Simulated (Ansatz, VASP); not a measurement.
**Co: VASP beside Ansatz**

File POSCAR:

```
Co
1.0
    0.0000000000      1.7562444945      1.7562444945
    1.7562444945      0.0000000000      1.7562444945
    1.7562444945      1.7562444945      0.0000000000
Co
1
Direct
    0.0000000000      0.0000000000      0.0000000000
```

Contents of INCAR.step1:

```
  PREC = Accurate
  ENCUT = 520
  ISMEAR = 0
  SIGMA = 0.05
  LREAL = F
  LASPH = T
  NELM = 150
  ISPIN = 2
  MAGMOM = 0.5
  LMAXMIX = 4
  NBANDS = 14
  GGA = PE
  ALGO = Normal
  EDIFF = 1E-4
  LWAVE = T
  LCHARG = F
```

The input INCAR.step2:

```
  PREC = Accurate
  ENCUT = 520
  EDIFF = 1E-6
  ISMEAR = 0
  SIGMA = 0.05
  LREAL = F
  LASPH = T
  NELM = 150
  ALGO = Normal
  ISIF = 2
  LWAVE = F
  LCHARG = F
  ISPIN = 2
  MAGMOM = 0.5
  LORBIT = 11
  LMAXMIX = 4
  METAGGA = R2SCAN
  LMIXTAU = T
  NBANDS = 14
  ISTART = 1
```

File KPOINTS:

```
regular mesh
0
Gamma
  20 20 20
```

Input for Ansatz:

```yaml
crystal:
  lattice:
    - [0.0, 1.7562444945, 1.7562444945]
    - [1.7562444945, 0.0, 1.7562444945]
    - [1.7562444945, 1.7562444945, 0.0]
  atoms:
    - { symbol: Co, position: [0.0, 0.0, 0.0], spin: 0.5 }
basis:
  ecutwfc: 500
  ecutrho_ratio: 4
kpoints:
  mp_grid: { grid: [20, 20, 20] }
hamiltonian:
  xc: r2scan
scf:
  occupations: { method: gaussian, width: 0.05 }
output:
  forces: true
  stress: true
  eigenvalues: true
  populations: true
magnetization:
  spin_polarized: true
```

Alike in both runs: task single point; functional r2SCAN; k mesh 20 × 20 × 20; occupations gaussian, width 0.05 eV; collinear spin.

```csv
,VASP,Ansatz
version,VASP 6.6.1,Ansatz 0.2.0
potentials or method,"VASP PAW PBE potentials, release 64 (Co), cutoff 520 eV","scalar-relativistic, plane waves, PAW"
valence electrons in the cell,9,17
```

```csv
,VASP,Ansatz,Ansatz less VASP
gap on the k mesh at the Fermi level (eV),none,none,-
pressure (GPa),-19.9,0.0,+19.87
net moment per atom (μB),0.00,1.84,+1.838
size of the moment on the site where the two differ most (μB),0.00,1.95,+1.945
```

The net moments are unlike, so the other rows may belong to different states. VASP's potentials were made for PBE, not for r2SCAN. Site moments also hang on the region over which each program counts them. A gap of «none» marks a metal or a gap that the smearing closes. VASP's potentials hold 9 valence electrons a cell and Ansatz's 17, so a difference there can come from the potentials and not from the codes. Ansatz's warnings: stability check not made.
